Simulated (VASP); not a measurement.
# InGe2O2 (P-3m1) in VASP: a series of runs

The runs below take InGe2O2 through relaxation of cell and atoms, single point, with PBE.

All numbers are computed with VASP 6.6.1; they aren't measurements. Logs are shortened: lines on timing, memory, paths and dates and some standing lists are left out, and cuts for length are marked.

## 1. The cell of the first run

It takes space group P-3m1 (No. 164, trigonal). The conventional cell has a = 4.009 Å, b = 4.009 Å, c = 6.512 Å, α = 90.00°, β = 90.00°, γ = 120.00°. In (site symmetry -3m) has 6 O at 2.90 Å and 6 Ge at 3.30 Å within 3.8 Å. Ge (site symmetry 3m) has 4 O at 2.39 to 2.41 Å and 3 Ge at 2.94 Å and 3 In at 3.30 Å within 3.3 Å. O (site symmetry 3m) has 4 Ge at 2.39 to 2.41 Å and 3 In at 2.90 Å within 3.2 Å.

The cell was generated, and may not be a known phase.

## 2. Relaxation of cell and atoms, PBE

INCAR reads:

```
PREC     = Accurate       # precision mode
ENCUT    = 600            # plane-wave cutoff, eV
EDIFF    = 1E-6           # SCF threshold, eV
ISMEAR   = 0              # smearing method
SIGMA    = 0.1            # smearing width, eV
LREAL    = False          # projectors in reciprocal space
LASPH    = True           # aspherical terms in the spheres
NELM     = 100            # most SCF steps
ALGO     = Normal         # electronic algorithm
ISIF     = 3              # what is computed and relaxed
LWAVE    = False          # write WAVECAR
LCHARG   = False          # write CHGCAR
GGA      = PE             # functional
IBRION   = 2              # ionic algorithm
NSW      = 90             # ionic steps
EDIFFG   = -0.04          # ionic threshold
```

KPOINTS reads:

```
Automatic mesh
0
Gamma
  6 6 4
```

POSCAR reads:

```
InGe2O2
1.0
    4.0089465400      0.0000000000      0.0000000000
   -2.0044732700      3.4718495500      0.0000000000
    0.0000000000      0.0000000000      6.5120399000
In Ge O
1 2 2
Direct
    0.0000000000      0.0000000000      0.0000000000
    0.6666666700      0.3333333300      0.3604586400
    0.3333333300      0.6666666700      0.6395413600
    0.6666666700      0.3333333300      0.7312604800
    0.3333333300      0.6666666700      0.2687395200
```

Potentials or basis: VASP PAW PBE potentials, release 64 (In_d, Ge_d, O).

Run with:

```
$ cat potpaw_PBE.64/In_d/POTCAR potpaw_PBE.64/Ge_d/POTCAR potpaw_PBE.64/O/POTCAR > POTCAR
$ mpirun -np 1 vasp_std > vasp.out
```

OUTCAR:

```text
PREC = Accurate
   ENCUT = 600
   EDIFF = 1E-6
   ISMEAR = 0
   LREAL = False
   LASPH = True
   NELM = 100
   ISIF = 3
   GGA = PE
   IBRION = 2
   NSW = 90
   EDIFFG = -0.04

 ion  position               nearest neighbor table
   1  0.000  0.000  0.000-   4 2.90   5 2.90   4 2.90   5 2.90   4 2.90   5 2.90   2 3.30   3 3.30
                             3 3.30   2 3.30   2 3.30   3 3.30
   2  0.667  0.333  0.360-   5 2.39   5 2.39   5 2.39   4 2.41   1 3.30   1 3.30   1 3.30
   3  0.333  0.667  0.640-   4 2.39   4 2.39   4 2.39   5 2.41   1 3.30   1 3.30   1 3.30
   4  0.667  0.333  0.731-   3 2.39   3 2.39   3 2.39   2 2.41   1 2.90   1 2.90   1 2.90
   5  0.333  0.667  0.269-   2 2.39   2 2.39   2 2.39   3 2.41   1 2.90   1 2.90   1 2.90

  LATTYP: Found a hexagonal cell.
 ALAT       =     4.0089465400
 C/A-ratio  =     1.6243768369

  Lattice vectors:

 A1 = (   4.0089465400,   0.0000000000,   0.0000000000)
 A2 = (  -2.0044732700,   3.4718495500,   0.0000000000)
 A3 = (   0.0000000000,   0.0000000000,   6.5120399000)

Analysis of symmetry for initial positions (statically):
=====================================================================
 Subroutine PRICEL returns:
 Original cell was already a primitive cell.

 Routine SETGRP: Setting up the symmetry group for a
 hexagonal supercell.

 Subroutine GETGRP returns: Found 12 space group operations
 (whereof 12 operations were pure point group operations)
 out of a pool of 24 trial point group operations.

The static configuration has the point symmetry D_3d.

Analysis of symmetry for dynamics (positions and initial velocities):
=====================================================================
 Subroutine PRICEL returns:
 Original cell was already a primitive cell.

 Routine SETGRP: Setting up the symmetry group for a
 hexagonal supercell.

 Subroutine GETGRP returns: Found 12 space group operations
 (whereof 12 operations were pure point group operations)
 out of a pool of 24 trial point group operations.

The dynamic configuration has the point symmetry D_3d.

 Subroutine INISYM returns: Found 12 space group operations
 (whereof 12 operations are pure point group operations),
 and found     1 'primitive' translations

----------------------------------------------------------------------------------------

                                     Primitive cell

  volume of cell :      90.6376

  direct lattice vectors                    reciprocal lattice vectors
     4.008946540  0.000000000  0.000000000     0.249442089  0.144015457  0.000000000
    -2.004473270  3.471849550  0.000000000     0.000000000  0.288030914  0.000000000
     0.000000000  0.000000000  6.512039900     0.000000000  0.000000000  0.153561713

  length of vectors
     4.008946540  4.008946543  6.512039900     0.288030914  0.288030914  0.153561713

  position of ions in fractional coordinates (direct lattice)
     0.000000000  0.000000000  0.000000000
     0.666666670  0.333333330  0.360458640
     0.333333330  0.666666670  0.639541360
     0.666666670  0.333333330  0.731260480
     0.333333330  0.666666670  0.268739520

  ion indices of the primitive-cell ions
   primitive index   ion index
                 1           1
                 2           2
                 3           3
                 4           4
                 5           5

----------------------------------------------------------------------------------------

 KPOINTS: Automatic mesh

Automatic generation of k-mesh.
 Grid dimensions read from file:
 generate k-points for:    6    6    4

 Generating k-lattice:

  Cartesian coordinates                     Fractional coordinates (reciprocal lattice)
     0.041573682  0.024002576  0.000000000     0.166666667  0.000000000  0.000000000
     0.000000000  0.048005152  0.000000000     0.000000000  0.166666667  0.000000000
     0.000000000  0.000000000  0.038390428     0.000000000  0.000000000  0.250000000

  Length of vectors
     0.048005152  0.048005152  0.038390428

  Shift w.r.t. Gamma in fractional coordinates (k-lattice)
     0.000000000  0.000000000  0.000000000

 Subroutine IBZKPT returns following result:
 ===========================================

 Found     24 irreducible k-points:

 Following reciprocal coordinates:
            Coordinates               Weight
  0.000000  0.000000  0.000000      1.000000
  0.166667  0.000000  0.000000      6.000000
  0.333333 -0.000000  0.000000      6.000000
  0.500000 -0.000000  0.000000      3.000000
  0.166667  0.166667  0.000000      6.000000
  0.333333  0.166667  0.000000     12.000000
[... 16 lines left out ...]
  0.333333  0.166667  0.500000     12.000000
  0.333333  0.333333  0.500000      2.000000
   k-points           NKPTS =     24   k-points in BZ     NKDIM =     24   number of bands    NBANDS=     31
   number of dos      NEDOS =    301   number of ions     NIONS =      5
   total plane-waves  NPLWV =  55296
   dimension x,y,z NGX =    32 NGY =   32 NGZ =   54
   dimension x,y,z NGXF=    64 NGYF=   64 NGZF=  108
   ions per type =               1   2   2
   NGX,Y,Z   is equivalent  to a cutoff of  13.27, 13.27, 13.79 a.u.
   NGXF,Y,Z  is equivalent  to a cutoff of  26.54, 26.54, 27.57 a.u.
 SYSTEM =  unknown system
   PREC   = accura    normal or accurate (medium, high low for compatibility)
   ISTART =      0    job   : 0-new  1-cont  2-samecut
   ICHARG =      2    charge: 1-file 2-atom 10-const
   ISPIN  =      1    spin polarized calculation?
   LNONCOLLINEAR =      F non collinear calculations
   LSORBIT =      F    spin-orbit coupling
   LASPH  =      T    aspherical Exc in radial PAW
   ENCUT  =  600.0 eV  44.10 Ry    6.64 a.u.   8.01  8.01 13.01*2*pi/ulx,y,z
   NELM   =    100;   NELMIN=  2; NELMDL= -5     # of ELM steps
   EDIFF  = 0.1E-05   stopping-criterion for ELM
   LREAL  =      F    real-space projection
   EDIFFG = -.4E-01   stopping-criterion for IOM
   NSW    =     90    number of steps for IOM
   IBRION =      2    ionic relax: 0-MD 1-quasi-New 2-CG
   NFREE  =      1    steps in history (QN), initial steepest desc. (CG)
   ISIF   =      3    stress and relaxation
   ISYM   =      2    0-nonsym 1-usesym 2-fastsym
   POTIM  = 0.5000    time-step for ionic-motion
   TEBEG  =    0.0;   TEEND  =   0.0 temperature during run
   PSTRESS=    0.0 pullay stress
   NELECT =      53.0000    total number of electrons
   NUPDOWN=      -1.0000    fix difference up-down
   EMIN   =  10.00;   EMAX   =-10.00  energy-range for DOS
   EFERMI =   0.00;   METHOD = LEGACY
   ISMEAR =     0;   SIGMA  =   0.10  broadening in eV -4-tet -1-fermi 0-gaus
   EFERMI_NEDOS =   21; number of points for ismear=-14 and -15
   IALGO  =     38    algorithm
   IMIX   =      4    mixing-type and parameters
     AMIX     =   0.40;   BMIX     =  1.00
     AMIX_MAG =   1.60;   BMIX_MAG =  1.00
  volume/ion in A,a.u.               =      18.13       122.33
  Fermi-wavevector in a.u.,A,eV,Ry     =   1.368981  2.586999 25.498796  1.874109
  Thomas-Fermi vector in A             =   2.494897
   LORBIT       =      0    0 simple, 1 ext, 2 COOP (PROOUT), +10 PAW based schemes
   GGA     = PE    functional components
   LHFCALC =     F    Hartree Fock is set to
   AEXX    =    0.0000 exact exchange contribution
   IVDW    =     0    specifies the selected vdW correction
   LEPSILON=     F    determine dielectric tensor
   LRPA    =     F    only Hartree local field effects (RPA)
 conjugate gradient relaxation of ions
 non-spin polarized calculation
 Gauss-broadening in eV      SIGMA  =   0.10
  energy-cutoff  :      600.00
  volume of cell :       90.64
 maximum number of plane-waves:      3042
   NGX = 17   NGY = 17   NGZ = 27

--------------------------------------- Ionic step        1  -------------------------------------------

 number of electron      52.9999982 magnetization

 Free energy of the ion-electron system (eV)
  ---------------------------------------------------
  ext. energy  EPLUGINS =         0.00000000
  ---------------------------------------------------
  free energy    TOTEN  =       -22.42798795 eV

  energy without entropy =      -22.41958985  energy(sigma->0) =      -22.42378890

------------------------ aborting loop because EDIFF is reached ----------------------------------------

  FORCE on cell =-STRESS in cart. coord.  units (eV):
  Direction    XX          YY          ZZ          XY          YZ          ZX
  --------------------------------------------------------------------------------------
  -------------------------------------------------------------------------------------
  Total       -1.0169730     -1.0169730      0.8409293      0.0000000      0.0000000      0.0000000
  in kB      -17.9767761    -17.9767762     14.8648957      0.0000000      0.0000000      0.0000000
  external PRESSURE =      -7.0295522 kB  Pullay stress =       0.0000000 kB
[... 98 lines left out ...]
  FREE ENERGIE OF THE ION-ELECTRON SYSTEM (eV)
  ---------------------------------------------------
  free  energy   TOTEN  =       -22.6842736972 eV

  energy  without entropy=      -22.6710892353  energy(sigma->0) =      -22.67768147

[... ionic steps 4 to 40 ...]

--------------------------------------- Ionic step       41  -------------------------------------------

 number of electron      53.0000003 magnetization

------------------------ aborting loop because EDIFF is reached ----------------------------------------

  FORCE on cell =-STRESS in cart. coord.  units (eV):
  Direction    XX          YY          ZZ          XY          YZ          ZX
  --------------------------------------------------------------------------------------
  -------------------------------------------------------------------------------------
  Total        0.1032553      0.1032553      0.1349836      0.0000000      0.0000000     -0.0000000
  in kB        2.0526881      2.0526881      2.6834387      0.0000000      0.0000000     -0.0000000
  external PRESSURE =       2.2629383 kB  Pullay stress =       0.0000000 kB
[... 63 lines left out ...]
  energy  without entropy=      -24.3651253937  energy(sigma->0) =      -24.36783047

--------------------------------------- Ionic step       43  -------------------------------------------

 number of electron      53.0000010 magnetization

 Free energy of the ion-electron system (eV)
  ---------------------------------------------------
  ext. energy  EPLUGINS =         0.00000000
  ---------------------------------------------------
  free energy    TOTEN  =       -24.37058757 eV

  energy without entropy =      -24.36519632  energy(sigma->0) =      -24.36789194

 E-fermi :   6.6257     XC(G=0): -10.7195

 val. band max:        6.5926574083   @ k =   0.5000  -0.0000   0.2500
 cond. band min:       6.7097213898   @ k =   0.3333   0.3333   0.5000
 fundamental gap:      0.1170639816
 Fermi energy:         6.6257173883

 k-point     1 :       0.0000    0.0000    0.0000
  band No.  band energies     occupation
      1     -18.9384      2.00000
      2     -18.9384      2.00000
      3     -18.9383      2.00000
      4     -18.9383      2.00000
      5     -18.8980      2.00000
      6     -18.8961      2.00000
[... 837 lines left out ...]
  FREE ENERGIE OF THE ION-ELECTRON SYSTEM (eV)
  ---------------------------------------------------
  free  energy   TOTEN  =       -24.3705875693 eV

  energy  without entropy=      -24.3651963154  energy(sigma->0) =      -24.36789194

 reached required accuracy - stopping structural energy minimisation
```

Run time: 17 min. Hardware: 1 thread of Intel Xeon 6975P-C (Granite Rapids), shared host; peak memory 0.29 GiB.

Results:

```yaml
Free_energy: -24.3706 eV
Relaxed_volume: 16.15 Å³/atom
Relaxed_cell: a = 3.181 Å, b = 3.181 Å, c = 9.213 Å, α = 90.00°, β = 90.00°, γ = 120.00°
Space_group_after_relaxing_to_0.1_Å: P-3m1 (No. 164)
Pressure_after_relaxing: -0.1 GPa
Largest_force_after_relaxing: 0.030 eV/Å
Band_gap_on_the_k_mesh: zero (an odd number of electrons rules out a gap without spin polarisation)
```

Forces on the atoms (eV/Å):
```
In   0.000  0.000  0.000
Ge   0.000  0.000 -0.005
Ge   0.000  0.000  0.005
O    0.000  0.000 -0.030
O    0.000  0.000  0.030
```

Final structure:
```xyz
5
Lattice="3.1813 0.0000 0.0000 -1.5906 2.7551 0.0000 0.0000 0.0000 9.2126" Properties=species:S:1:pos:R:3 pbc="T T T"
In    0.0000    0.0000    0.0000
Ge    1.5906    0.9184    2.6765
Ge    0.0000    1.8367    6.5360
O     1.5906    0.9184    5.6712
O     0.0000    1.8367    3.5413
```

Levels at points of the mesh, in eV from the Fermi level:
```
           k point  band 23  band 24  band 25  band 26  band 27  band 28  band 29  band 30
(0.00, 0.00, 0.00)    -4.31    -4.31    -3.34    -2.56    -0.24     2.31     5.78     5.79
(0.50, 0.00, 0.00)    -5.12    -3.90    -3.29    -1.93    -1.38    -0.07     2.01     3.51
(0.00, 0.00, 0.50)    -4.31    -4.31    -4.04    -1.18    -0.96     1.88     5.86     5.86
(0.50, 0.00, 0.50)    -5.17    -3.91    -3.81    -1.59    -1.19     0.16     1.39     4.01
```

Caveat: a cell axis changed by over 15 % at a fixed basis, so the end point is rough; spin-orbit coupling is left out, which moves the levels of the heavy elements; an odd number of electrons without spin polarisation forces a metal; a magnetic or distorted state may lie lower.

## 3. Single point, PBE

This run uses another cell than the first one, of 19.39 Å³/atom.

INCAR reads:

```
SYSTEM = InGe2O2
ALGO = Normal ; EDIFF = 1E-7
ENCUT = 520 ; GGA = PE
ISIF = 2 ; ISMEAR = 0
LASPH = .True. ; LCHARG = .True.
LELF = .True. ; LREAL = .False.
LVHAR = .True. ; LWAVE = .False.
NBANDS = 34 ; NELM = 60
PREC = Accurate ; SIGMA = 0.1
```

KPOINTS reads:

```
k-points
0
Gamma
  12 12 6
  0 0 0
```

POSCAR reads:

```
InGe2O2
1.0
    3.6184825353      0.0000000000      0.0000000000
   -1.8092412676      3.1336977987      0.0000000000
    0.0000000000      0.0000000000      8.5490060904
In Ge O
1 2 2
Direct
    0.0000000000      0.0000000000      0.0000000000
    0.6666666667      0.3333333333      0.3503646053
    0.3333333333      0.6666666667      0.6496353947
    0.6666666667      0.3333333333      0.5820254730
    0.3333333333      0.6666666667      0.4179745270
```

Potentials or basis: VASP PAW PBE potentials, release 64 (In_d, Ge_d, O).

Run with:

```
$ cat potpaw_PBE.64/In_d/POTCAR potpaw_PBE.64/Ge_d/POTCAR potpaw_PBE.64/O/POTCAR > POTCAR
$ mpirun -np 1 vasp_std > vasp.out
```

It took 2.3 min on 1 thread of Intel Xeon 6975P-C (Granite Rapids), shared host; peak memory 0.43 GiB.

The run converged. Its results:

```
Free energy            : -24.7226 eV
Pressure               : 0.2 GPa
Largest force          : 0.066 eV/Å
Band gap on the k mesh : zero (an odd number of electrons rules out a gap without spin polarisation)
```

Forces on the atoms (eV/Å):
```
In   0.000  0.000  0.000
Ge   0.000  0.000 -0.066
Ge   0.000  0.000  0.066
O    0.000  0.000  0.017
O    0.000  0.000 -0.017
```

Stress tensor (GPa, compression positive):
```
0.11 0.00 0.00
0.00 0.11 0.00
0.00 0.00 0.23
```

Levels at points of the mesh, in eV from the Fermi level:
```csv
k point,band 24,band 25,band 26,band 27,band 28,band 29
"(0.00, 0.00, 0.00)",-4.15,-4.15,-2.93,0.74,3.05,3.05
"(0.50, 0.00, 0.00)",-3.91,-2.46,-2.41,-0.70,-0.42,2.25
"(0.00, 0.00, 0.50)",-4.15,-4.15,-1.49,0.16,3.08,3.08
"(0.50, 0.00, 0.50)",-3.83,-3.26,-1.94,-1.06,0.68,1.16
```

Caveat: spin-orbit coupling is left out, which moves the levels of the heavy elements; an odd number of electrons without spin polarisation forces a metal; a magnetic or distorted state may lie lower.

The gap in the log of VASP goes by the Fermi energy; the results here count the filled bands.